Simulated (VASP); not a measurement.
# GaSb (v.eA) (F-43m) in VASP: notebook, part 2 of 2

VASP 6.6.1.

## (5) Single point, PBE

INCAR

```
SYSTEM = GaSb
ALGO = Normal
EDIFF = 1E-6
ENCUT = 500
GGA = PE
GGA_COMPAT = .False.
ISIF = 2
ISMEAR = 0
LASPH = .True.
LCHARG = .False.
LREAL = .False.
LWAVE = .False.
NBANDS = 26
NELM = 120
PREC = Accurate
SIGMA = 0.1
```

KPOINTS

```
k-points
0
Gamma
  10 8 10
  0 0 0
```

POSCAR

```
GaSb
1.0
    4.3941958060      0.0000000000      0.0000000000
    0.0000000000      6.2143313058      0.0000000000
    0.0000000000      0.0000000000      4.3941958060
Ga Sb
2 2
Direct
    0.0000000000      0.0000000000      0.0000000000
    0.5000000000      0.5000000000      0.4999892000
    0.5000000000      0.2500000000      0.0000000000
    0.0000000000      0.7500000000      0.4999892000
```

Potentials or basis: VASP PAW PBE potentials, release 64 (Ga_d, Sb).

Command:

```
cat potpaw_PBE.64/Ga_d/POTCAR potpaw_PBE.64/Sb/POTCAR > POTCAR
mpirun -np 1 vasp_std > vasp.out
```

OUTCAR:

```text
SYSTEM = GaSb
   EDIFF = 1E-6
   ENCUT = 500
   GGA = PE
   ISIF = 2
   ISMEAR = 0
   LASPH = .True.
   LREAL = .False.
   NELM = 120
   PREC = Accurate

 ion  position               nearest neighbor table
   1  0.000  0.000  0.000-   4 2.69   3 2.69   3 2.69   4 2.69
   2  0.500  0.500  0.500-   3 2.69   4 2.69   4 2.69   3 2.69
   3  0.500  0.250  0.000-   2 2.69   1 2.69   1 2.69   2 2.69
   4  0.000  0.750  0.500-   1 2.69   2 2.69   2 2.69   1 2.69

  LATTYP: Found a simple tetragonal cell.
 ALAT       =     4.3941958060
 C/A-ratio  =     1.4142135627

  Lattice vectors:

 A1 = (  -4.3941958060,   0.0000000000,   0.0000000000)
 A2 = (   0.0000000000,   0.0000000000,   4.3941958060)
 A3 = (   0.0000000000,   6.2143313058,   0.0000000000)

Analysis of symmetry for initial positions (statically):
=====================================================================
 Subroutine PRICEL returns:
 Original cell was already a primitive cell.

 Routine SETGRP: Setting up the symmetry group for a
 simple tetragonal supercell.

 Subroutine GETGRP returns: Found  4 space group operations
 (whereof  2 operations were pure point group operations)
 out of a pool of 16 trial point group operations.

The static configuration has the point symmetry C_1h.
 The point group associated with its full space group is C_2v.

Analysis of symmetry for dynamics (positions and initial velocities):
=====================================================================
 Subroutine PRICEL returns:
 Original cell was already a primitive cell.

 Routine SETGRP: Setting up the symmetry group for a
 simple tetragonal supercell.

 Subroutine GETGRP returns: Found  4 space group operations
 (whereof  2 operations were pure point group operations)
 out of a pool of 16 trial point group operations.

The dynamic configuration has the point symmetry C_1h.
 The point group associated with its full space group is C_2v.
[... 114 lines left out ...]
   NELECT =      36.0000    total number of electrons
   NUPDOWN=      -1.0000    fix difference up-down
   EMIN   =  10.00;   EMAX   =-10.00  energy-range for DOS
   EFERMI =   0.00;   METHOD = LEGACY
   ISMEAR =     0;   SIGMA  =   0.10  broadening in eV -4-tet -1-fermi 0-gaus
   EFERMI_NEDOS =   21; number of points for ismear=-14 and -15
   IALGO  =     38    algorithm
   IMIX   =      4    mixing-type and parameters
     AMIX     =   0.40;   BMIX     =  1.00
     AMIX_MAG =   1.60;   BMIX_MAG =  1.00
  volume/ion in A,a.u.               =      30.00       202.44
  Fermi-wavevector in a.u.,A,eV,Ry     =   1.095951  2.071048 16.342084  1.201109
  Thomas-Fermi vector in A             =   2.232284
   LORBIT       =      0    0 simple, 1 ext, 2 COOP (PROOUT), +10 PAW based schemes
   GGA     = PE    functional components
   LHFCALC =     F    Hartree Fock is set to
   AEXX    =    0.0000 exact exchange contribution
   IVDW    =     0    specifies the selected vdW correction
   LEPSILON=     F    determine dielectric tensor
   LRPA    =     F    only Hartree local field effects (RPA)
 non-spin polarized calculation
 Gauss-broadening in eV      SIGMA  =   0.10
  energy-cutoff  :      500.00
  volume of cell :      119.99
 maximum number of plane-waves:      3084
   NGX = 17   NGY = 23   NGZ = 17

 number of electron      36.0000001 magnetization

 Free energy of the ion-electron system (eV)
  ---------------------------------------------------
  ext. energy  EPLUGINS =         0.00000000
  ---------------------------------------------------
  free energy    TOTEN  =       -14.74601755 eV

  energy without entropy =      -14.74574435  energy(sigma->0) =      -14.74588095

 E-fermi :   4.4574     XC(G=0):  -8.8864

 val. band max:        4.4018389910   @ k =   0.0000   0.0000   0.0000
 cond. band min:       4.7120393626   @ k =   0.5000   0.5000   0.0000
 fundamental gap:      0.3102003717
 Fermi energy:         4.4574040558

 k-point     1 :       0.0000    0.0000    0.0000
  band No.  band energies     occupation
      1     -10.5828      2.00000
      2     -10.5453      2.00000
      3     -10.5453      2.00000
      4     -10.5452      2.00000
      5     -10.5246      2.00000
      6     -10.5246      2.00000
[... 685 lines left out ...]
     25      10.7739      0.00000
     26      11.2638      0.00000

 [... further k-points ...]
[... 5 lines left out ...]
  --------------------------------------------------------------------------------------
  -------------------------------------------------------------------------------------
  Total        0.0440868      0.0291237      0.0440784      0.0000000      0.0000000      0.0000000
  in kB        0.5886620      0.3888698      0.5885498      0.0000000      0.0000000      0.0000000
  external PRESSURE =       0.5220272 kB  Pullay stress =       0.0000000 kB

 VOLUME and BASIS-vectors are now :
 -----------------------------------------------------------------------------
  energy-cutoff  :      500.00
  volume of cell :      119.99
      direct lattice vectors                 reciprocal lattice vectors
     4.394195806  0.000000000  0.000000000     0.227572927  0.000000000  0.000000000
     0.000000000  6.214331306  0.000000000     0.000000000  0.160918360  0.000000000
     0.000000000  0.000000000  4.394195806     0.000000000  0.000000000  0.227572927

 POSITION                                       TOTAL-FORCE (eV/Angst)
 -----------------------------------------------------------------------------------
      0.00000      0.00000      0.00000         0.000000      0.000001     -0.000276
      2.19710      3.10717      2.19705         0.000000      0.000001      0.000276
      2.19710      1.55358      0.00000         0.000000     -0.000001     -0.000321
      0.00000      4.66075      2.19705         0.000000     -0.000001      0.000321
 -----------------------------------------------------------------------------------
    total drift:                                0.000000      0.000002     -0.000001

  FREE ENERGIE OF THE ION-ELECTRON SYSTEM (eV)
  ---------------------------------------------------
  free  energy   TOTEN  =       -14.7460175456 eV

  energy  without entropy=      -14.7457443473  energy(sigma->0) =      -14.74588095
```

Wall time 8.3 min (1 thread of Intel Xeon 8259CL, shared host); peak memory 0.56 GiB.

Results:

```
Free energy            : -14.7460 eV
Pressure               : 0.1 GPa
Band gap on the k mesh : zero (filled and empty bands touch)
```

Levels at points of the mesh, in eV from the Fermi level:
```
           k point  band 16  band 17  band 18  band 19  band 20  band 21
(0.00, 0.00, 0.00)    -0.35    -0.06    -0.06    -0.06     0.90     1.28
(0.50, 0.00, 0.00)    -3.05    -1.20    -1.20     1.86     1.86     4.47
(0.00, 0.00, 0.50)    -3.05    -1.20    -1.20     1.86     1.86     4.47
(0.00, 0.50, 0.00)    -1.61    -1.61    -1.61     1.24     1.24     2.58
(0.50, 0.50, 0.00)    -1.14    -1.14    -1.14     0.25     0.25     3.69
(0.00, 0.50, 0.50)    -1.14    -1.14    -1.14     0.25     0.25     3.69
(0.50, 0.00, 0.50)    -2.47    -2.47    -2.47     0.90     0.90     1.28
(0.50, 0.50, 0.50)    -3.19    -2.98    -2.98     3.45     3.45     4.24
```

Caveat: spin-orbit coupling is left out, which moves the levels of the heavy elements.
